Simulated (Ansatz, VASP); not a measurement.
# Two plane-wave programs on Cu

Contents of INCAR:

```
SYSTEM = Cu
PREC     = Accurate       ! precision mode
ENCUT    = 520            ! plane-wave cutoff, eV
EDIFF    = 1E-7           ! SCF threshold, eV
ISMEAR   = -1             ! smearing method
SIGMA    = 0.05           ! smearing width, eV
LREAL    = .FALSE.        ! projectors in reciprocal space
LASPH    = .TRUE.         ! aspherical terms in the spheres
NELM     = 100            ! most SCF steps
ALGO     = Normal         ! electronic algorithm
ISIF     = 2              ! what is computed and relaxed
LWAVE    = .FALSE.        ! write WAVECAR
LCHARG   = .FALSE.        ! write CHGCAR
NBANDS   = 18             ! bands
```

KPOINTS

```
Automatic mesh
0
G
  13 13 7
  0 0 0
```

File POSCAR:

```
Cu
1.0
    2.5425156577      0.0000000000      0.0000000000
   -1.2712578238      2.2018831472      0.0000000000
    0.0000000000      0.0000000000      4.1262341269
Cu
2
Direct
    0.3333333333      0.6666666667      0.2500000000
    0.6666666667      0.3333333333      0.7500000000
```

Input for Ansatz:

```yaml
crystal:
  lattice:
    - [2.542515657660804, 0.0, 0.0]
    - [-1.2712578238137906, 2.201883147182206, 0.0]
    - [0.0, 0.0, 4.126234126948973]
  atoms:
    - { symbol: Cu, position: [0.3333333333333333, 0.6666666666666666, 0.25] }
    - { symbol: Cu, position: [0.6666666666666666, 0.3333333333333333, 0.75] }
basis:
  ecutwfc: 510.0
kpoints:
  mp_grid:
    grid: [13, 13, 7]
hamiltonian:
  xc: lda
scf:
  convergence:
    dr2_threshold: 1.0e-10
  occupations:
    method: fermi_dirac
    width: 0.05
output:
  stress: true
```

Alike in both runs: task single point; functional LDA; k mesh 13 × 13 × 7; occupations fermi-dirac, width 0.05 eV; no spin polarisation.

|  | VASP | Ansatz |
| --- | --- | --- |
| version | VASP 6.6.1 | Ansatz 0.2.0 |
| potentials or method | VASP PAW LDA potentials, release 64 (Cu), cutoff 520 eV | plane waves, PAW |
| valence electrons in the cell | 22 | 38 |

VASP gave:

* pressure (GPa): -8.8
* traceless stress, the component that is largest in VASP (GPa): 2.31

Problem. Estimate Ansatz's values.

Solution. Pressure (GPa): -9.7; traceless stress, the component that is largest in VASP (GPa): 2.31.

LDA's correlation is that of Perdew and Zunger in VASP and of Perdew and Wang (1992) in Ansatz. VASP's potentials hold 22 valence electrons a cell and Ansatz's 38, so a difference there can come from the potentials and not from the codes.
